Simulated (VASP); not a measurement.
Set up this calculation in VASP 6.6.1, as the native input.

* Task: single point
* Functional: LDA
* Potentials or basis: VASP PAW LDA potentials, release 64 (Pb_d, O_h)
* Cutoff: 1340 eV
* k mesh: 6 × 6 × 6
* Occupations: gaussian, width 0.01 eV
* Spin: no spin polarisation
* Dipole correction: no
* Further INCAR settings: ALGO = Normal; EDIFF = 1e-06; NBANDS = 28

The structure of PbO lies in POSCAR:

```
PbO
1.0
    3.9804038208      0.0000000000      0.0000000000
    0.0000000000      3.9804038208      0.0000000000
    0.0000000000      0.0000000000      5.0009105968
Pb O
2 2
Direct
    0.0000000000      0.5000000000      0.2366326960
    0.5000000000      0.0000000000      0.7633673040
    0.0000000000      0.0000000000      0.0000000000
    0.5000000000      0.5000000000      0.0000000000
```

The input as run:

INCAR

```
SYSTEM = PbO
  ALGO = Normal
  EDIFF = 1E-6
  ENCUT = 1340
  GGA = CA
  GGA_COMPAT = .FALSE.
  ISIF = 2
  ISMEAR = 0
  LASPH = .TRUE.
  LCHARG = .FALSE.
  LREAL = .FALSE.
  LWAVE = .FALSE.
  NBANDS = 28
  NELM = 120
  PREC = Accurate
  SIGMA = 0.01
```

KPOINTS

```
k-points
0
G
  6 6 6
  0 0 0
```

Potentials or basis: VASP PAW LDA potentials, release 64 (Pb_d, O_h).

The run is started by

```bash
$ cat potpaw_LDA.64/Pb_d/POTCAR potpaw_LDA.64/O_h/POTCAR > POTCAR
$ mpirun -np 1 vasp_std > vasp.out
```

Results of the run:

The pressure is -2.0 GPa. The largest force is 0.192 eV/Å. The band gap on the k mesh is 1.18 eV (least direct gap 2.22 eV).

Caveat: spin-orbit coupling is left out, which moves the levels of the heavy elements.

Run time: 120 s on 1 thread of Intel(R) Xeon(R) 6975P-C (Granite Rapids), on a shared host, peak memory 0.48 GiB.
